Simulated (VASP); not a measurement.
# LiOs12 (a cell with a defect): single point with PBE

The system is LiOs12 (a cell with a defect).

```
Os Li
1.0
     5.48000    0.00000    0.00000
    -4.11000    7.11873    0.00000
     0.00000    0.00000    4.32646
Os Li
12 1
Direct
  0.00699 0.97929 0.98872
  0.12033 0.17628 0.44984
  0.98909 0.32542 0.01255
  0.18331 0.56334 0.46713
  0.02160 0.66352 0.98505
  0.19816 0.87528 0.48795
  0.52490 0.99916 0.98685
  0.66511 0.22080 0.53344
  0.49982 0.31655 0.04019
  0.74216 0.57881 0.48569
  0.52542 0.66141 0.97078
  0.67860 0.86773 0.47676
  0.35337 0.42800 0.68571
```

```json
{"Program": "VASP 6.6.1", "Task": "single point", "Functional": "PBE", "Potentials or basis": "VASP PAW PBE potentials, release 64 (Os, Li_sv)", "Cutoff": "520 eV", "k mesh": "2 × 2 × 3", "Occupations": "fermi-dirac, width 0.15 eV", "Spin": "no spin polarisation"}
```

| Item | Value |
| --- | --- |
| Largest force | 3.054 eV/Å |

Forces in eV/Å, atoms in the order of the input:
```
Os   0.023  0.755 -1.657
Os   0.565  0.788  2.206
Os   0.625 -0.195 -0.254
Os  -0.164 -1.171  0.011
Os   1.049  0.197 -0.718
Os  -0.055  2.672  0.409
Os  -0.090 -1.314  0.038
Os   0.005  0.012 -1.828
Os   0.568  1.007 -0.313
Os  -1.302 -2.390 -1.385
Os  -0.863  1.023  2.233
Os  -0.869  0.905  0.868
Li   0.506 -2.289  0.389
```

Levels at points of the mesh, in eV from the Fermi level:
| k point | band 46 | band 47 | band 48 | band 49 | band 50 | band 51 | band 52 | band 53 | band 54 | band 55 |
| --- | --- | --- | --- | --- | --- | --- | --- | --- | --- | --- |
| (0.00, 0.00, 0.00) | -0.69 | -0.16 | 0.04 | 0.24 | 0.40 | 0.62 | 0.87 | 1.11 | 1.16 | 1.34 |
| (0.50, 0.00, 0.00) | -1.04 | -0.85 | -0.73 | -0.56 | -0.36 | -0.09 | 0.02 | 0.23 | 0.61 | 0.81 |
| (0.00, 0.50, 0.00) | -1.39 | -1.34 | -1.06 | -0.87 | 0.38 | 0.87 | 1.20 | 1.50 | 1.57 | 1.74 |
| (0.50, 0.50, 0.00) | -1.16 | -1.01 | -0.80 | -0.42 | -0.32 | -0.09 | 0.15 | 0.55 | 0.86 | 1.10 |

It took 6.8 min on 1 thread of Oxide Virtual Turin-like Processor, with other jobs on the host, peak memory 0.27 GiB.

Caveat: the k points lie up to 0.66 Å⁻¹ apart; spin-orbit coupling is left out, which moves the levels of the heavy elements.
